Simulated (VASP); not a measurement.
# Be7S (R-3) in VASP: relaxation of cell and atoms with PBE

Aim: the relaxation of cell and atoms of Be7S with PBE.

Program: VASP 6.6.1. These are calculated values, not measurements. Logs are shortened: lines on timing, memory, paths and dates and some standing lists are left out, and cuts for length are marked.

## Step 1: The cell of the first run

The structure is trigonal, space group R-3 (No. 148). The conventional cell has a = 4.562 Å, b = 4.562 Å, c = 11.823 Å, α = 90.00°, β = 90.00°, γ = 120.00°. Within 2.3 Å of Be (site symmetry 1) lie 4 Be at 1.54 to 2.10 Å and 1 S at 2.28 Å. Be (site symmetry -3) has 12 Be at 2.10 to 2.83 Å within 2.9 Å. Within 3.0 Å of S (site symmetry -3) lie 12 Be at 2.28 to 2.53 Å.

The cell was generated, and may not be a known phase.

## Step 2: Relaxation of cell and atoms, PBE

Contents of INCAR:

```
SYSTEM = Be7S
  PREC = Accurate
  ENCUT = 600
  EDIFF = 1E-7
  ISMEAR = 0
  SIGMA = 0.2
  LREAL = .FALSE.
  LASPH = .TRUE.
  NELM = 120
  ALGO = Normal
  ISIF = 3
  LWAVE = .FALSE.
  LCHARG = .FALSE.
  GGA = PE
  IBRION = 2
  NSW = 36
  EDIFFG = -0.08
  GGA_COMPAT = .FALSE.
  NELMIN = 4
```

Contents of KPOINTS:

```
regular mesh
0
G
  4 4 4
  0 0 0
```

Contents of POSCAR:

```
Be7S
1.0
    2.2809875000      1.3169287500      3.9410885900
   -2.2809875000      1.3169287500      3.9410885900
    0.0000000000     -2.6338575000      3.9410885900
Be S
7 1
Direct
    0.1292365900      0.4723470400      0.0710523100
    0.0710523100      0.1292365900      0.4723470400
    0.4723470400      0.0710523100      0.1292365900
    0.8707634100      0.5276529600      0.9289476900
    0.9289476900      0.8707634100      0.5276529600
    0.5276529600      0.9289476900      0.8707634100
    0.0000000000      0.0000000000      0.0000000000
    0.5000000000      0.5000000000      0.5000000000
```

Potentials or basis: VASP PAW PBE potentials, release 64 (Be, S).

The run is started by

```sh
$ cat potpaw_PBE.64/Be/POTCAR potpaw_PBE.64/S/POTCAR > POTCAR
$ mpirun -np 1 vasp_std > vasp.out
```

OUTCAR:

```text
SYSTEM = Be7S
   PREC = Accurate
   ENCUT = 600
   EDIFF = 1E-7
   ISMEAR = 0
   LREAL = .FALSE.
   LASPH = .TRUE.
   NELM = 120
   ISIF = 3
   GGA = PE
   IBRION = 2
   NSW = 36
   EDIFFG = -0.08
   NELMIN = 4

 ion  position               nearest neighbor table
   1  0.129  0.472  0.071-   4 1.54   3 1.71   2 1.71   7 2.10   8 2.28   8 2.53
   2  0.071  0.129  0.472-   5 1.54   3 1.71   1 1.71   7 2.10   8 2.28   8 2.53
   3  0.472  0.071  0.129-   6 1.54   1 1.71   2 1.71   7 2.10   8 2.28   8 2.53
   4  0.871  0.528  0.929-   1 1.54   6 1.71   5 1.71   7 2.10   8 2.28   8 2.53
   5  0.929  0.871  0.528-   2 1.54   6 1.71   4 1.71   7 2.10   8 2.28   8 2.53
   6  0.528  0.929  0.871-   3 1.54   4 1.71   5 1.71   7 2.10   8 2.28   8 2.53
   7  0.000  0.000  0.000-   4 2.10   1 2.10   6 2.10   3 2.10   5 2.10   2 2.10
   8  0.500  0.500  0.500-   2 2.28   5 2.28   6 2.28   3 2.28   1 2.28   4 2.28   2 2.53   5 2.53
                             4 2.53   1 2.53   3 2.53   6 2.53

  LATTYP: Found a trigonal (rhomboedric) cell.
 ALAT       =     4.7401882433
 COS(alpha) =     0.5368894978

  Lattice vectors:

 A1 = (   2.2809875000,   1.3169287500,   3.9410885900)
 A2 = (  -2.2809875000,   1.3169287500,   3.9410885900)
 A3 = (   0.0000000000,  -2.6338575000,   3.9410885900)

Analysis of symmetry for initial positions (statically):
=====================================================================
 Subroutine PRICEL returns:
 Original cell was already a primitive cell.

 Routine SETGRP: Setting up the symmetry group for a
 trigonal (rhombohedral) supercell.

 Subroutine GETGRP returns: Found  6 space group operations
 (whereof  6 operations were pure point group operations)
 out of a pool of 12 trial point group operations.

The static configuration has the point symmetry S_6 .

Analysis of symmetry for dynamics (positions and initial velocities):
=====================================================================
 Subroutine PRICEL returns:
 Original cell was already a primitive cell.

 Routine SETGRP: Setting up the symmetry group for a
 trigonal (rhombohedral) supercell.

 Subroutine GETGRP returns: Found  6 space group operations
 (whereof  6 operations were pure point group operations)
 out of a pool of 12 trial point group operations.

The dynamic configuration has the point symmetry S_6 .

 Subroutine INISYM returns: Found  6 space group operations
 (whereof  6 operations are pure point group operations),
 and found     1 'primitive' translations

----------------------------------------------------------------------------------------

                                     Primitive cell

  volume of cell :      71.0318

  direct lattice vectors                    reciprocal lattice vectors
     2.280987500  1.316928750  3.941088590     0.219203306  0.126557087  0.084579000
    -2.280987500  1.316928750  3.941088590    -0.219203306  0.126557087  0.084579000
     0.000000000 -2.633857500  3.941088590     0.000000000 -0.253114174  0.084579000

  length of vectors
     4.740188243  4.740188243  4.740188246     0.266871491  0.266871491  0.266871491

  position of ions in fractional coordinates (direct lattice)
     0.129236590  0.472347040  0.071052310
     0.071052310  0.129236590  0.472347040
     0.472347040  0.071052310  0.129236590
     0.870763410  0.527652960  0.928947690
     0.928947690  0.870763410  0.527652960
     0.527652960  0.928947690  0.870763410
     0.000000000  0.000000000  0.000000000
     0.500000000  0.500000000  0.500000000

  ion indices of the primitive-cell ions
   primitive index   ion index
                 1           1
                 2           2
                 3           3
                 4           4
                 5           5
                 6           6
                 7           7
                 8           8

----------------------------------------------------------------------------------------

 KPOINTS: regular mesh

Automatic generation of k-mesh.
 Grid dimensions read from file:
 generate k-points for:    4    4    4

 Generating k-lattice:

  Cartesian coordinates                     Fractional coordinates (reciprocal lattice)
     0.054800826  0.031639272  0.021144750     0.250000000 -0.000000000  0.000000000
    -0.054800826  0.031639272  0.021144750    -0.000000000  0.250000000  0.000000000
     0.000000000 -0.063278544  0.021144750     0.000000000  0.000000000  0.250000000

  Length of vectors
     0.066717873  0.066717873  0.066717873

[... 27 lines left out ...]
   dimension x,y,z NGX =    40 NGY =   40 NGZ =   40
   dimension x,y,z NGXF=    80 NGYF=   80 NGZF=   80
   ions per type =               7   1
   NGX,Y,Z   is equivalent  to a cutoff of  14.03, 14.03, 14.03 a.u.
   NGXF,Y,Z  is equivalent  to a cutoff of  28.06, 28.06, 28.06 a.u.
 SYSTEM =  Be7S
   PREC   = accura    normal or accurate (medium, high low for compatibility)
   ISTART =      0    job   : 0-new  1-cont  2-samecut
   ICHARG =      2    charge: 1-file 2-atom 10-const
   ISPIN  =      1    spin polarized calculation?
   LNONCOLLINEAR =      F non collinear calculations
   LSORBIT =      F    spin-orbit coupling
   LASPH  =      T    aspherical Exc in radial PAW
   ENCUT  =  600.0 eV  44.10 Ry    6.64 a.u.   9.47  9.47  9.47*2*pi/ulx,y,z
   NELM   =    120;   NELMIN=  4; NELMDL= -5     # of ELM steps
   EDIFF  = 0.1E-06   stopping-criterion for ELM
   LREAL  =      F    real-space projection
   EDIFFG = -.8E-01   stopping-criterion for IOM
   NSW    =     36    number of steps for IOM
   IBRION =      2    ionic relax: 0-MD 1-quasi-New 2-CG
   NFREE  =      1    steps in history (QN), initial steepest desc. (CG)
   ISIF   =      3    stress and relaxation
   ISYM   =      2    0-nonsym 1-usesym 2-fastsym
   POTIM  = 0.5000    time-step for ionic-motion
   TEBEG  =    0.0;   TEEND  =   0.0 temperature during run
   PSTRESS=    0.0 pullay stress
   NELECT =      20.0000    total number of electrons
   NUPDOWN=      -1.0000    fix difference up-down
   EMIN   =  10.00;   EMAX   =-10.00  energy-range for DOS
   EFERMI =   0.00;   METHOD = LEGACY
   ISMEAR =     0;   SIGMA  =   0.20  broadening in eV -4-tet -1-fermi 0-gaus
   EFERMI_NEDOS =   21; number of points for ismear=-14 and -15
   IALGO  =     38    algorithm
   IMIX   =      4    mixing-type and parameters
     AMIX     =   0.40;   BMIX     =  1.00
     AMIX_MAG =   1.60;   BMIX_MAG =  1.00
  volume/ion in A,a.u.               =       8.88        59.92
  Fermi-wavevector in a.u.,A,eV,Ry     =   1.073002  2.027680 15.664847  1.151334
  Thomas-Fermi vector in A             =   2.208789
   LORBIT       =      0    0 simple, 1 ext, 2 COOP (PROOUT), +10 PAW based schemes
   GGA     = PE    functional components
   LHFCALC =     F    Hartree Fock is set to
   AEXX    =    0.0000 exact exchange contribution
   IVDW    =     0    specifies the selected vdW correction
   LEPSILON=     F    determine dielectric tensor
   LRPA    =     F    only Hartree local field effects (RPA)
 conjugate gradient relaxation of ions
 non-spin polarized calculation
 Gauss-broadening in eV      SIGMA  =   0.20
  energy-cutoff  :      600.00
  volume of cell :       71.03
 maximum number of plane-waves:      2391
 NGX is ok and might be reduce to    40
   NGX = 19   NGY = 19   NGZ = 19

--------------------------------------- Ionic step        1  -------------------------------------------

 number of electron      20.0000001 magnetization

 Free energy of the ion-electron system (eV)
  ---------------------------------------------------
  ext. energy  EPLUGINS =         0.00000000
  ---------------------------------------------------
  free energy    TOTEN  =       -13.87374986 eV

  energy without entropy =      -13.82127334  energy(sigma->0) =      -13.84751160

------------------------ aborting loop because EDIFF is reached ----------------------------------------

  FORCE on cell =-STRESS in cart. coord.  units (eV):
  Direction    XX          YY          ZZ          XY          YZ          ZX
  --------------------------------------------------------------------------------------
  -------------------------------------------------------------------------------------
  Total       22.5415290     22.5415291     29.3393652     -0.0000026      0.0000000      0.0000000
  in kB      508.4418862    508.4418884    661.7724207     -0.0000577      0.0000000      0.0000000
  external PRESSURE =     559.5520651 kB  Pullay stress =       0.0000000 kB
[... 107 lines left out ...]
  FREE ENERGIE OF THE ION-ELECTRON SYSTEM (eV)
  ---------------------------------------------------
  free  energy   TOTEN  =       -23.6906916201 eV

  energy  without entropy=      -23.6261721917  energy(sigma->0) =      -23.65843191

 E-fermi :   5.4444     XC(G=0): -10.1761

 val. band max:        5.3195756070   @ k =   0.5000  -0.0000  -0.2500
 cond. band min:       5.5725371042   @ k =  -0.2500   0.2500   0.0000
 fundamental gap:      0.2529614972
 Fermi energy:         5.4443825614

 k-point     1 :       0.0000    0.0000    0.0000
  band No.  band energies     occupation
      1      -8.9445      2.00000
      2      -3.3681      2.00000
      3      -2.9814      2.00000
      4       2.3387      2.00000
      5       2.8565      2.00000
      6       2.8565      2.00000
      7       3.7275      2.00000
      8       4.9435      1.99960
      9       4.9771      1.99905
     10       4.9771      1.99905
     11       6.4304      0.00000
     12       7.0696      0.00000
     13       7.0696      0.00000
     14      10.4936      0.00000
[... 221 lines left out ...]
      2      -4.3231      2.00000
      3      -1.0484      2.00000
      4       1.2564      2.00000
      5       2.8151      2.00000
      6       3.0117      2.00000
      7       3.0117      2.00000
      8       4.2984      2.00000
      9       4.4203      2.00000
     10       4.4203      2.00000
     11       7.9239      0.00000
     12       7.9239      0.00000
     13       9.9150      0.00000
     14      10.1518      0.00000
     15      10.5975      0.00000

[... ionic steps 4 to 28 ...]

--------------------------------------- Ionic step       29  -------------------------------------------

 number of electron      19.9999999 magnetization

------------------------ aborting loop because EDIFF is reached ----------------------------------------
[... 79 lines left out ...]
--------------------------------------- Ionic step       31  -------------------------------------------

 number of electron      19.9999999 magnetization

 Free energy of the ion-electron system (eV)
  ---------------------------------------------------
  ext. energy  EPLUGINS =         0.00000000
  ---------------------------------------------------
  free energy    TOTEN  =       -27.92963378 eV

  energy without entropy =      -27.89365679  energy(sigma->0) =      -27.91164528

 E-fermi :   4.3457     XC(G=0):  -9.5932

 val. band max:        4.2767466201   @ k =   0.2500   0.2500   0.0000
 cond. band min:       4.3934212255   @ k =   0.5000  -0.0000  -0.2500
 fundamental gap:      0.1166746054
 Fermi energy:         4.3456568618

 k-point     1 :       0.0000    0.0000    0.0000
  band No.  band energies     occupation
      1      -9.8396      2.00000
      2      -3.8788      2.00000
      3      -3.3137      2.00000
      4       0.8990      2.00000
      5       0.8990      2.00000
      6       1.2479      2.00000
      7       2.8489      2.00000
      8       3.2368      2.00000
      9       3.2368      2.00000
     10       5.1509      0.00000
     11       5.7969      0.00000
     12       5.7969      0.00000
     13       6.2573      0.00000
     14       6.8795      0.00000
[... 268 lines left out ...]
  FREE ENERGIE OF THE ION-ELECTRON SYSTEM (eV)
  ---------------------------------------------------
  free  energy   TOTEN  =       -27.9296337832 eV

  energy  without entropy=      -27.8936567856  energy(sigma->0) =      -27.91164528

 reached required accuracy - stopping structural energy minimisation
```

Run time: 9.5 min. Hardware: 1 thread of Intel Xeon 8259CL, shared host; peak memory 0.25 GiB.

Results:

| Quantity | Value |
| --- | --- |
| Free energy | -27.9296 eV |
| Relaxed volume | 11.28 Å³/atom |
| Relaxed cell | a = 6.350 Å, b = 6.350 Å, c = 6.350 Å, α = 38.77°, β = 38.77°, γ = 38.77° |
| Space group after relaxing (to 0.1 Å) | R-3 (No. 148) |
| Energy gained by relaxing | 1757.0 meV/atom |
| Ionic steps | 31 |
| Pressure after relaxing | 0.0 GPa |
| Largest force after relaxing | 0.075 eV/Å |
| Band gap on the k mesh | zero (bands 10 and 11 overlap by 1.05 eV) |

Forces on the atoms (eV/Å):
```
Be   0.022  0.037 -0.061
Be  -0.043  0.001 -0.061
Be   0.021 -0.038 -0.061
Be  -0.022 -0.037  0.061
Be   0.043 -0.001  0.061
Be  -0.021  0.038  0.061
Be   0.000  0.000  0.000
S    0.000  0.000  0.000
```

Stress tensor (GPa, compression positive):
```
 0.26  0.00  0.00
 0.00  0.26  0.00
 0.00  0.00 -0.66
```

The path:
| step | energy change (eV) | largest force (eV/Å) | pressure (GPa) | volume (Å³) |
| --- | --- | --- | --- | --- |
| 1 | 0.0000 | 7.4787 | 55.96 | 71.03 |
| 2 | -9.8163 | 1.1210 | -8.33 | 107.87 |
| 3 | -9.8169 | 1.2925 | -6.61 | 104.52 |
| 4 | -10.5744 | 1.1148 | -4.27 | 97.79 |
| 5 | -11.2412 | 1.0211 | 9.63 | 81.87 |
| 6 | -11.3040 | 0.8426 | 4.30 | 86.13 |
| 7 | -11.3118 | 0.8595 | 5.54 | 85.02 |
| 8 | -11.8428 | 0.7469 | 3.87 | 86.36 |
| 9 | -12.0709 | 0.9493 | 2.22 | 88.04 |
| 10 | -12.4795 | 0.5301 | -1.84 | 92.09 |
| 11 | -12.6251 | 0.4501 | -4.26 | 95.80 |
| 12 | -12.9225 | 1.0491 | 0.86 | 90.15 |
| 13 | -12.9376 | 1.3139 | 2.57 | 88.64 |
| 14 | -13.0790 | 1.3608 | 3.52 | 87.48 |
| 15 | -13.4165 | 1.3486 | 7.05 | 83.91 |
| 16 | -12.1404 | 1.2856 | 21.89 | 76.44 |
| 17 | -13.4128 | 1.3911 | 8.06 | 83.10 |
| 18 | -13.7439 | 0.4482 | 5.23 | 84.88 |
| 19 | -13.7904 | 0.4317 | 4.20 | 85.85 |
| 20 | -13.8678 | 0.3238 | 2.11 | 87.65 |
| 21 | -13.9177 | 0.2080 | -2.42 | 92.37 |
| 22 | -13.9241 | 0.2101 | -1.41 | 91.20 |
| 23 | -13.9425 | 0.1954 | -1.07 | 90.73 |
| 24 | -13.9711 | 0.1907 | 0.01 | 89.32 |
| 25 | -13.9715 | 0.1989 | 0.18 | 89.10 |
| 26 | -13.9861 | 0.1708 | 0.36 | 88.98 |
| 27 | -14.0167 | 0.1336 | 0.91 | 88.64 |
| 28 | -14.0247 | 0.3325 | 1.97 | 87.96 |
| 29 | -14.0292 | 0.2391 | 1.61 | 88.20 |
| 30 | -14.0405 | 0.1734 | 1.18 | 88.72 |
| 31 | -14.0559 | 0.0750 | -0.05 | 90.27 |

Final structure:
```xyz
8
Lattice="2.1078 1.2170 5.8655 -2.1078 1.2170 5.8655 0.0000 -2.4339 5.8655" Properties=species:S:1:pos:R:3 pbc="T T T"
Be   -0.0969   -1.2530   10.6047
Be    1.1336    0.5426   10.6047
Be   -1.0367    0.7104   10.6047
Be    0.0969    1.2530    6.9917
Be   -1.1336   -0.5426    6.9917
Be    1.0367   -0.7104    6.9917
Be    0.0000    0.0000    0.0000
S     0.0000    0.0000    8.7982
```

Levels at points of the mesh, in eV from the Fermi level:
| k point | band 6 | band 7 | band 8 | band 9 | band 10 | band 11 | band 12 | band 13 | band 14 | band 15 |
| --- | --- | --- | --- | --- | --- | --- | --- | --- | --- | --- |
| (0.00, 0.00, 0.00) | -3.10 | -1.50 | -1.11 | -1.11 | 0.81 | 1.45 | 1.45 | 1.91 | 2.53 | 2.53 |
| (0.50, 0.00, 0.00) | -3.77 | -2.70 | -2.49 | -2.30 | -0.72 | 1.64 | 2.32 | 3.88 | 4.16 | 5.47 |
| (0.50, 0.50, 0.00) | -3.99 | -2.84 | -1.58 | -1.57 | -0.40 | 0.57 | 1.69 | 2.36 | 4.87 | 5.80 |
| (0.50, 0.50, 0.50) | -3.30 | -2.18 | -1.65 | -1.65 | -0.58 | 2.15 | 2.15 | 3.05 | 3.05 | 3.41 |

Caveat: the k points lie up to 0.44 Å⁻¹ apart in the final cell, too coarse for converged energies and pressures of a metal; the volume moved by over 15 % at a fixed basis, so the end points are rough; the relaxation stopped at a loose force limit of 0.08 eV/Å, so its end isn't a converged minimum.

The gap in the log of VASP goes by the Fermi energy; the results here count the filled bands.